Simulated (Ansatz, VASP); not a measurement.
**HfMg2C2: VASP beside Ansatz**

```
CELL_PARAMETERS angstrom
3.66442 0.00000 0.00000
0.00000 3.66442 0.00000
0.00000 0.00000 5.47933
ATOMIC_POSITIONS crystal
Mg 0.00000 0.00000 0.00000
Mg 0.50000 0.50000 0.00000
Hf 0.50000 0.50000 0.50000
C 0.50000 0.00000 0.74800
C 0.00000 0.50000 0.25200
```

Change from the starting cell: ordered mixture with vacancies on the cation sites of antifluorite (P-4m2, No. 115).

Alike in both runs: functional PBE; k mesh 6 × 6 × 4; occupations gaussian, width 0.1 eV; no spin polarisation.

Ansatz relaxed the structure, and its values are those at the end. VASP's run is a single point on that final structure, the one shown.

|  | VASP | Ansatz |
| --- | --- | --- |
| version | VASP 6.6.1 | Ansatz 0.2.0 |
| potentials or method | VASP PAW PBE potentials, release 64 (Mg, Hf_pv, C), cutoff 520 eV | scalar-relativistic, plane waves, PAW |
| valence electrons in the cell | 22 | 54 |

|  | VASP | Ansatz | Ansatz less VASP |
| --- | --- | --- | --- |
| gap on the k mesh at the Fermi level (eV) | 0.47 | 0.47 | +0.001 |
| least direct gap on the mesh (eV) | 0.62 | 0.63 | +0.011 |
| pressure (GPa) | -0.4 | -0.1 | +0.26 |
| rms of the force components (eV/Å) | 0.002 | 0.010 | +0.0077 |

With one functional, cell and mesh, what is left measures potentials, basis and numerics. VASP's potentials hold 22 valence electrons a cell and Ansatz's 54, so a difference there can come from the potentials and not from the codes.

Neither program's run includes spin-orbit coupling.
